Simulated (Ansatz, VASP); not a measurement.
Ta: VASP and Ansatz over several settings

```
CELL_PARAMETERS angstrom
-1.62896 1.62896 1.62896
1.62896 -1.62896 1.62896
1.62896 1.62896 -1.62896
ATOMIC_POSITIONS crystal
Ta 0.00000 0.00000 0.00000
```

Single points on this cell with VASP 6.6.1 and Ansatz 0.2.0. Each row is one pair of runs. Alike in all rows: spin: off; smearing: fermi-dirac, width 0.05 eV; VASP's potentials, cutoff: VASP PAW PBE potentials, release 64 (Ta_pv), 520 eV.

| level | k mesh | Ansatz's potentials, cutoff | gap on the k mesh at the Fermi level (eV), VASP | gap on the k mesh at the Fermi level (eV), Ansatz | pressure (GPa), VASP | pressure (GPa), Ansatz |
| --- | --- | --- | --- | --- | --- | --- |
| r2SCAN | 11 × 11 × 11 | Ansatz PAW, 500 eV | ? | none | ? | 8.9 |
| r2SCAN50 | 6 × 6 × 6 | Ansatz PAW, 500 eV | none | none | 9.7 | 12.4 |
| HSE06 | 6 × 6 × 6 | Ansatz PAW, 420 eV | none | none | 12.6 | 13.9 |
| PBE0 | 6 × 6 × 6 | Ansatz PAW, 420 eV | none | none | 14.1 | 15.5 |

Fill in what VASP gave in row 1.

gap on the k mesh at the Fermi level (eV): none; pressure (GPa): 9.7.

VASP's potentials hold 11 valence electrons a cell and Ansatz's 13, so a difference there can come from the potentials and not from the codes.

A gap of «none» marks a metal or a gap that the smearing closes.

The k mesh is coarse in some rows, so the values compare programs but aren't converged. Spin-orbit coupling is off throughout.
